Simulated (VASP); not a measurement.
A run of VASP 6.6.1:

Contents of INCAR:

```
SYSTEM = AlRu
PREC = Accurate ; ENCUT = 520
EDIFF = 1E-7 ; ISMEAR = 0
SIGMA = 0.012 ; LREAL = .FALSE.
LASPH = .TRUE. ; NELM = 60
ALGO = Fast ; ISIF = 2
LWAVE = .FALSE. ; LCHARG = .FALSE.
GGA = PE ; NBANDS = 16
```

Contents of KPOINTS:

```
Automatic mesh
0
G
  9 9 9
  0 0 0
```

The input POSCAR:

```
AlRu
1.0
    2.9916000000      0.0000000000      0.0000000000
    0.0000000000      2.9916000000      0.0000000000
    0.0000000000      0.0000000000      2.9916000000
Ru Al
1 1
Direct
    0.5000000000      0.5000000000      0.5000000000
    0.0000000000      0.0000000000      0.0000000000
```

Potentials or basis: VASP PAW PBE potentials, release 64 (Ru_pv, Al).

Run with:

```console
$ cat potpaw_PBE.64/Ru_pv/POTCAR potpaw_PBE.64/Al/POTCAR > POTCAR
$ mpirun -np 1 vasp_std > vasp.out
```

Hardware: 1 thread of Intel(R) Xeon(R) Platinum 8259CL CPU @ 2.50GHz (Skylake/Cascade Lake), on a shared host.

Q: How long does it take, and how much memory?

A: Wall time 11 s on 1 thread of Intel(R) Xeon(R) Platinum 8259CL CPU @ 2.50GHz (Skylake/Cascade Lake), on a shared host, peak memory 0.14 GiB. Counts: scf iterations 15, k points 35.
